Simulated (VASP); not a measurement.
Sc2BP3:

```
Sc B P
1.0
     3.92358    0.00000    0.00000
     0.00000    3.29951    0.00000
    -1.88986    0.00000    7.11658
Sc B P
2 1 3
Direct
  0.51699 0.50000 0.24754
  0.98260 0.00000 0.74894
  0.60848 0.00000 0.98710
  0.38907 0.50000 0.61323
  0.11751 0.00000 0.39606
  0.88535 0.50000 0.00714
```

| Item | Value |
| --- | --- |
| Program | VASP 6.6.1 |
| Task | relaxation of cell and atoms |
| Functional | PBE |
| Potentials or basis | VASP PAW PBE potentials, release 64 (Sc_sv, B, P) |
| Cutoff | 600 eV |
| k mesh | 4 × 6 × 4 |
| Occupations | gaussian, width 0.1 eV |
| Spin | no spin polarisation |

At the start: pressure 1.1 GPa; volume 15.36 Å³/atom.

**Question.** How do energy, volume and symmetry change on relaxing?

**Answer.** Over 10 steps the energy falls by 6.2 meV/atom and the volume is 15.43 Å³/atom (+0.5 %); space group Pm (No. 6, to 0.05 Å).

Step by step:
| step | energy change (eV) | largest force (eV/Å) | pressure (GPa) | volume (Å³) |
| --- | --- | --- | --- | --- |
| 1 | 0.0000 | 0.0973 | 1.08 | 92.13 |
| 2 | -0.0167 | 0.1852 | -0.69 | 93.51 |
| 3 | -0.0168 | 0.2007 | -0.88 | 93.67 |
| 4 | -0.0265 | 0.1565 | -0.17 | 93.16 |
| 5 | -0.0275 | 0.1686 | 0.15 | 92.94 |
| 6 | -0.0321 | 0.1439 | 0.03 | 92.98 |
| 7 | -0.0336 | 0.1373 | -0.07 | 93.00 |
| 8 | -0.0359 | 0.0972 | -0.10 | 92.90 |
| 9 | -0.0361 | 0.0885 | -0.12 | 92.85 |
| 10 | -0.0373 | 0.0381 | 0.22 | 92.58 |

Final structure:
```
Sc B P
1.0
     4.04369    0.00000   -0.02884
     0.00000    3.29410    0.00000
    -1.99972    0.00000    6.96452
Sc B P
2 1 3
Direct
  0.51366 0.50000 0.24575
  0.98852 0.00000 0.75208
  0.60740 0.00000 0.97958
  0.38678 0.50000 0.61658
  0.12126 0.00000 0.39368
  0.88239 0.50000 0.01233
```

Caveat: the k points lie up to 0.40 Å⁻¹ apart in the final cell.
